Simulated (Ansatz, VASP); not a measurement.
# SnSe2 in VASP and in Ansatz

```
CELL_PARAMETERS angstrom
3.81100 0.00000 0.00000
-1.90550 3.30042 0.00000
0.00000 0.00000 6.13600
ATOMIC_POSITIONS crystal
Sn 0.00000 0.00000 0.00000
Se 0.33333 0.66667 0.24900
Se 0.66667 0.33333 0.75100
```

Alike in both runs: task single point; functional PBE; k mesh 6 × 6 × 4; no spin polarisation.

```csv
,VASP,Ansatz
version,VASP 6.6.1,Ansatz 0.2.0
potentials or method,"VASP PAW PBE potentials, release 64 (Sn_d, Se), cutoff 520 eV","plane waves, PAW"
occupations,"methfessel-paxton of order 1, width 0.01 eV","cold, width 0.01 eV"
valence electrons in the cell,26,46
```

```csv
,VASP,Ansatz,Ansatz less VASP
gap on the k mesh at the Fermi level (eV),0.82,0.82,+0.009
```

VASP's potentials hold 26 valence electrons a cell and Ansatz's 46, so a difference there can come from the potentials and not from the codes.
